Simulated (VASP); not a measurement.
Write the native input for VASP 6.6.1 that does the following.

| Property | Result |
| --- | --- |
| Task | single point |
| Functional | PBE |
| Potentials or basis | VASP PAW PBE potentials, release 64 (Ca_sv, Se) |
| Cutoff | 520 eV |
| k mesh | 6 × 6 × 4 |
| Occupations | gaussian, width 0.01 eV |
| Spin | no spin polarisation |
| Dipole correction | no |
| Further INCAR settings | ALGO = Normal; EDIFF = 1e-06; NBANDS = 24 |

The structure of CaSe lies in POSCAR:

```
CaSe
1.0
    5.0055966788      0.0000000000      0.0000000000
   -2.5027983394      4.3349738849      0.0000000000
    0.0000000000      0.0000000000      5.8757322579
Ca Se
2 2
Direct
    0.3333333333      0.6666666667     -0.0624992794
    0.6666666667      0.3333333333      0.4375007206
    0.3333333333      0.6666666667      0.4374992794
    0.6666666667      0.3333333333      0.9374992794
```

The input as run:

INCAR

```
SYSTEM = CaSe
PREC = Accurate ; ENCUT = 520
EDIFF = 1E-6 ; ISMEAR = 0
SIGMA = 0.01 ; LREAL = .FALSE.
LASPH = .TRUE. ; NELM = 80
ALGO = Normal ; ISIF = 2
LWAVE = .FALSE. ; LCHARG = .FALSE.
GGA = PE ; NBANDS = 24
```

KPOINTS

```
regular mesh
0
G
  6 6 4
  0 0 0
```

Potentials or basis: VASP PAW PBE potentials, release 64 (Ca_sv, Se).

The run is started by

```console
$ cat potpaw_PBE.64/Ca_sv/POTCAR potpaw_PBE.64/Se/POTCAR > POTCAR
$ mpirun -np 1 vasp_std > vasp.out
```

Results of the run:

```yaml
Pressure: 0.6 GPa
Band_gap_on_the_k_mesh: 2.44 eV, indirect (least direct gap 2.57 eV)
```

Wall time 70 s on 1 thread of AMD EPYC 7R13 Processor (Zen 3), on a shared host, peak memory 0.25 GiB.
